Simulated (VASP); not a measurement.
# P (Imma) in VASP: single point with PBEsol

Aim: the single point of P with PBEsol.

All numbers are computed with VASP 6.6.1; they aren't measurements. Logs are shortened: lines on timing, memory, paths and dates and some standing lists are left out, and cuts for length are marked.

**1. The cell of the first run**

It takes space group Imma (No. 74, orthorhombic). The conventional cell has a = 3.383 Å, b = 5.030 Å, c = 3.718 Å, α = 90.00°, β = 90.00°, γ = 90.00°. P (site symmetry mm2) has 6 P at 2.24 to 2.82 Å within 3.0 Å.

**2. Single point, PBEsol**

Input file INCAR:

```
SYSTEM = P
PREC = Accurate
ENCUT = 500
EDIFF = 1E-6
ISMEAR = -1
SIGMA = 0.05
LREAL = .False.
LASPH = .True.
NELM = 120
ALGO = Normal
ISIF = 2
LWAVE = .False.
LCHARG = .False.
GGA = PS
NBANDS = 12
GGA_COMPAT = .False.
```

Input file KPOINTS:

```
regular mesh
0
Gamma
  6 6 6
  0 0 0
```

Input file POSCAR:

```
P
1.0
   -1.6915100400      2.5151650400      1.8589441400
    1.6915100400     -2.5151650400      1.8589441400
    1.6915100400      2.5151650400     -1.8589441400
P
2
Direct
    0.8033091100      0.0533091100      0.7500000000
    0.1966908900      0.9466908900      0.2500000000
```

Potentials or basis: VASP PAW PBE potentials, release 64 (P).

Launch:

```
cat potpaw_PBE.64/P/POTCAR > POTCAR
mpirun -np 1 vasp_std > vasp.out
```

OUTCAR:

```text
SYSTEM = P
   PREC = Accurate
   ENCUT = 500
   EDIFF = 1E-6
   ISMEAR = -1
   LREAL = .False.
   LASPH = .True.
   NELM = 120
   ISIF = 2
   GGA = PS

 ion  position               nearest neighbor table
   1  0.803  0.053  0.750-   2 2.24   2 2.24   2 2.55   2 2.55   2 2.82   2 2.82
   2  0.197  0.947  0.250-   1 2.24   1 2.24   1 2.55   1 2.55   1 2.82   1 2.82

  LATTYP: Found a body centered orthorhombic cell.
 ALAT       =     3.3830200800
 B/A-ratio  =     1.0989849874
 C/A-ratio  =     1.4869347391

  Lattice vectors:

 A1 = (   1.6915100400,  -2.5151650400,  -1.8589441400)
 A2 = (  -1.6915100400,  -2.5151650400,   1.8589441400)
 A3 = (  -1.6915100400,   2.5151650400,  -1.8589441400)

Analysis of symmetry for initial positions (statically):
=====================================================================
 Subroutine PRICEL returns:
 Original cell was already a primitive cell.

 Routine SETGRP: Setting up the symmetry group for a
 body centered orthorhombic supercell.

 Subroutine GETGRP returns: Found  8 space group operations
 (whereof  4 operations were pure point group operations)
 out of a pool of  8 trial point group operations.

The static configuration has the point symmetry C_2h.
 The point group associated with its full space group is D_2h.

Analysis of symmetry for dynamics (positions and initial velocities):
=====================================================================
 Subroutine PRICEL returns:
 Original cell was already a primitive cell.

 Routine SETGRP: Setting up the symmetry group for a
 body centered orthorhombic supercell.

 Subroutine GETGRP returns: Found  8 space group operations
 (whereof  4 operations were pure point group operations)
 out of a pool of  8 trial point group operations.

The dynamic configuration has the point symmetry C_2h.
 The point group associated with its full space group is D_2h.

 Subroutine INISYM returns: Found  8 space group operations
 (whereof  4 operations are pure point group operations),
 and found     1 'primitive' translations

----------------------------------------------------------------------------------------

                                     Primitive cell

  volume of cell :      31.6350

  direct lattice vectors                    reciprocal lattice vectors
    -1.691510040  2.515165040  1.858944140     0.000000000  0.198794112  0.268969890
     1.691510040 -2.515165040  1.858944140     0.295593871  0.000000000  0.268969890
     1.691510040  2.515165040 -1.858944140     0.295593871  0.198794112  0.000000000

  length of vectors
     3.555690469  3.555690469  3.555690469     0.334460611  0.399650520  0.356223013

  position of ions in fractional coordinates (direct lattice)
     0.803309110  0.053309110  0.750000000
     0.196690890  0.946690890  0.250000000

  ion indices of the primitive-cell ions
   primitive index   ion index
                 1           1
                 2           2

----------------------------------------------------------------------------------------

 KPOINTS: regular mesh

Automatic generation of k-mesh.
 Grid dimensions read from file:
 generate k-points for:    6    6    6

 Generating k-lattice:

  Cartesian coordinates                     Fractional coordinates (reciprocal lattice)
     0.000000000  0.033132352  0.044828315     0.166666667  0.000000000  0.000000000
     0.049265645  0.000000000  0.044828315     0.000000000  0.166666667 -0.000000000
     0.049265645  0.033132352  0.000000000     0.000000000 -0.000000000  0.166666667

  Length of vectors
     0.055743435  0.066608420  0.059370502

  Shift w.r.t. Gamma in fractional coordinates (k-lattice)
     0.000000000  0.000000000  0.000000000

 Subroutine IBZKPT returns following result:
 ===========================================

 Found     46 irreducible k-points:

 Following reciprocal coordinates:
            Coordinates               Weight
  0.000000  0.000000  0.000000      1.000000
  0.166667  0.000000  0.000000      4.000000
  0.333333  0.000000  0.000000      4.000000
  0.500000 -0.000000  0.000000      2.000000
 -0.000000  0.166667  0.000000      4.000000
  0.166667  0.166667  0.000000      8.000000
[... 16 lines left out ...]
 -0.166667  0.166667  0.166667      2.000000
  0.166667  0.333333  0.166667      4.000000
 [... further k-points ...]
   k-points           NKPTS =     46   k-points in BZ     NKDIM =     46   number of bands    NBANDS=     12
   number of dos      NEDOS =    301   number of ions     NIONS =      2
   total plane-waves  NPLWV =  21952
   dimension x,y,z NGX =    28 NGY =   28 NGZ =   28
   dimension x,y,z NGXF=    56 NGYF=   56 NGZF=   56
   ions per type =               2
   NGX,Y,Z   is equivalent  to a cutoff of  13.09, 13.09, 13.09 a.u.
   NGXF,Y,Z  is equivalent  to a cutoff of  26.18, 26.18, 26.18 a.u.
 SYSTEM =  P
   PREC   = accura    normal or accurate (medium, high low for compatibility)
   ISTART =      0    job   : 0-new  1-cont  2-samecut
   ICHARG =      2    charge: 1-file 2-atom 10-const
   ISPIN  =      1    spin polarized calculation?
   LNONCOLLINEAR =      F non collinear calculations
   LSORBIT =      F    spin-orbit coupling
   LASPH  =      T    aspherical Exc in radial PAW
   ENCUT  =  500.0 eV  36.75 Ry    6.06 a.u.   6.48  6.48  6.48*2*pi/ulx,y,z
   NELM   =    120;   NELMIN=  2; NELMDL= -5     # of ELM steps
   EDIFF  = 0.1E-05   stopping-criterion for ELM
   LREAL  =      F    real-space projection
   EDIFFG = 0.1E-04   stopping-criterion for IOM
   NSW    =      0    number of steps for IOM
   IBRION =     -1    ionic relax: 0-MD 1-quasi-New 2-CG
   NFREE  =      0    steps in history (QN), initial steepest desc. (CG)
   ISIF   =      2    stress and relaxation
   ISYM   =      2    0-nonsym 1-usesym 2-fastsym
   POTIM  = 0.5000    time-step for ionic-motion
   TEBEG  =    0.0;   TEEND  =   0.0 temperature during run
   PSTRESS=    0.0 pullay stress
   NELECT =      10.0000    total number of electrons
   NUPDOWN=      -1.0000    fix difference up-down
   EMIN   =  10.00;   EMAX   =-10.00  energy-range for DOS
   EFERMI =   0.00;   METHOD = LEGACY
   ISMEAR =    -1;   SIGMA  =   0.05  broadening in eV -4-tet -1-fermi 0-gaus
   EFERMI_NEDOS =   21; number of points for ismear=-14 and -15
   IALGO  =     38    algorithm
   IMIX   =      4    mixing-type and parameters
     AMIX     =   0.40;   BMIX     =  1.00
     AMIX_MAG =   1.60;   BMIX_MAG =  1.00
  volume/ion in A,a.u.               =      15.82       106.74
  Fermi-wavevector in a.u.,A,eV,Ry     =   1.115199  2.107421 16.921141  1.243669
  Thomas-Fermi vector in A             =   2.251801
   LORBIT       =      0    0 simple, 1 ext, 2 COOP (PROOUT), +10 PAW based schemes
   GGA     = PS    functional components
   LHFCALC =     F    Hartree Fock is set to
   AEXX    =    0.0000 exact exchange contribution
   IVDW    =     0    specifies the selected vdW correction
   LEPSILON=     F    determine dielectric tensor
   LRPA    =     F    only Hartree local field effects (RPA)
 non-spin polarized calculation
  energy-cutoff  :      500.00
  volume of cell :       31.63
 maximum number of plane-waves:       821
 NGX is ok and might be reduce to    28
   NGX = 13   NGY = 13   NGZ = 13

 number of electron      10.0000000 magnetization

 number of electron       9.9999999 magnetization

 Free energy of the ion-electron system (eV)
  ---------------------------------------------------
  ext. energy  EPLUGINS =         0.00000000
  ---------------------------------------------------
  free energy    TOTEN  =       -11.55886379 eV

  energy without entropy =      -11.55522483  energy(sigma->0) =      -11.55704431

 E-fermi :   8.8621     XC(G=0): -10.9678

 val. band max:        8.8104453673   @ k =   0.3333   0.3333   0.1667
 cond. band min:       8.8626630677   @ k =   0.5000   0.5000   0.0000
 fundamental gap:      0.0522177004
 Fermi energy:         8.8621096771

 k-point     1 :       0.0000    0.0000    0.0000
  band No.  band energies     occupation
      1      -7.4815      2.00000
      2       5.8307      2.00000
      3       5.9055      2.00000
      4       6.1100      2.00000
      5       6.7576      2.00000
      6      10.3717      0.00000
      7      11.3046      0.00000
      8      13.0943      0.00000
      9      14.0645      0.00000
     10      15.3421      0.00000
     11      15.7905      0.00000
     12      15.9176      0.00000

 k-point     2 :       0.1667    0.0000    0.0000
  band No.  band energies     occupation
      1      -7.0916      2.00000
      2       2.6908      2.00000
      3       5.9845      2.00000
      4       6.4427      2.00000
      5       8.0291      2.00000
      6      10.6718      0.00000
      7      11.1043      0.00000
      8      11.7499      0.00000
      9      14.2744      0.00000
     10      14.8887      0.00000
     11      15.3101      0.00000
     12      18.6667      0.00000

 k-point     3 :       0.3333    0.0000    0.0000
  band No.  band energies     occupation
      1      -5.9927      2.00000
      2      -0.4383      2.00000
      3       5.7910      2.00000
      4       6.6033      2.00000
      5       8.1674      2.00000
      6       9.5491      0.00000
      7      10.2603      0.00000
      8      11.0761      0.00000
      9      16.0032      0.00000
     10      16.4941      0.00000
     11      17.2093      0.00000
     12      22.5429      0.00000
[... 286 lines left out ...]
 k-point    23 :      -0.1667    0.1667    0.1667
  band No.  band energies     occupation
      1      -6.1744      2.00000
      2       1.0629      2.00000
      3       4.7183      2.00000
      4       6.4645      2.00000
      5       7.3180      2.00000
      6       9.7538      0.00000
      7      10.5485      0.00000
      8      11.6072      0.00000
      9      13.5398      0.00000
     10      16.4664      0.00000
     11      17.8262      0.00000
     12      18.1057      0.00000

 k-point    24 :       0.1667    0.3333    0.1667
  band No.  band energies     occupation
      1      -2.9609      2.00000
      2      -1.7686      2.00000
      3       1.4873      2.00000
      4       2.4053      2.00000
      5       6.8410      2.00000
      6      10.7348      0.00000
      7      12.5995      0.00000
      8      16.1185      0.00000
      9      16.5941      0.00000
     10      17.2160      0.00000
     11      20.8291      0.00000
     12      22.7316      0.00000

 [... further k-points ...]

------------------------ aborting loop because EDIFF is reached ----------------------------------------

  FORCE on cell =-STRESS in cart. coord.  units (eV):
  Direction    XX          YY          ZZ          XY          YZ          ZX
  --------------------------------------------------------------------------------------
  -------------------------------------------------------------------------------------
  Total       -0.0729169      0.0034378     -0.2021637      0.0000000     -0.0000000      0.0000000
  in kB       -3.6929309      0.1741102    -10.2387342      0.0000000     -0.0000000      0.0000000
  external PRESSURE =      -4.5858516 kB  Pullay stress =       0.0000000 kB

 VOLUME and BASIS-vectors are now :
 -----------------------------------------------------------------------------
  energy-cutoff  :      500.00
  volume of cell :       31.63
      direct lattice vectors                 reciprocal lattice vectors
    -1.691510040  2.515165040  1.858944140     0.000000000  0.198794112  0.268969890
     1.691510040 -2.515165040  1.858944140     0.295593871  0.000000000  0.268969890
     1.691510040  2.515165040 -1.858944140     0.295593871  0.198794112  0.000000000

 POSITION                                       TOTAL-FORCE (eV/Angst)
 -----------------------------------------------------------------------------------
      0.00000      3.77275      0.19820        -0.000000      0.000000     -0.258777
      1.69151     -1.25758      1.66075         0.000000     -0.000000      0.258777
 -----------------------------------------------------------------------------------
    total drift:                                0.000000     -0.000000     -0.000000

  FREE ENERGIE OF THE ION-ELECTRON SYSTEM (eV)
  ---------------------------------------------------
  free  energy   TOTEN  =       -11.5588637882 eV

  energy  without entropy=      -11.5552248302  energy(sigma->0) =      -11.55704431
```

Wall time 24 s (1 thread of Intel Xeon 8259CL, shared host); peak memory 0.15 GiB.

What came out:

| Property | Result |
| --- | --- |
| Free energy | -11.5589 eV |
| Pressure | -0.5 GPa |
| Largest force | 0.259 eV/Å |
| Band gap on the k mesh | zero (band 5 reaches 9.59 eV, above the bottom of band 6 at 8.81 eV) |

Forces in eV/Å, atoms in the order of the input:
```
P    0.000  0.000 -0.259
P    0.000  0.000  0.259
```

Stress tensor (GPa, compression positive):
```
-0.37  0.00  0.00
 0.00  0.02  0.00
 0.00  0.00 -1.02
```

Caveat: the k points lie up to 0.42 Å⁻¹ apart; the PAW data sets were made with another functional, which shifts forces and pressure a little.
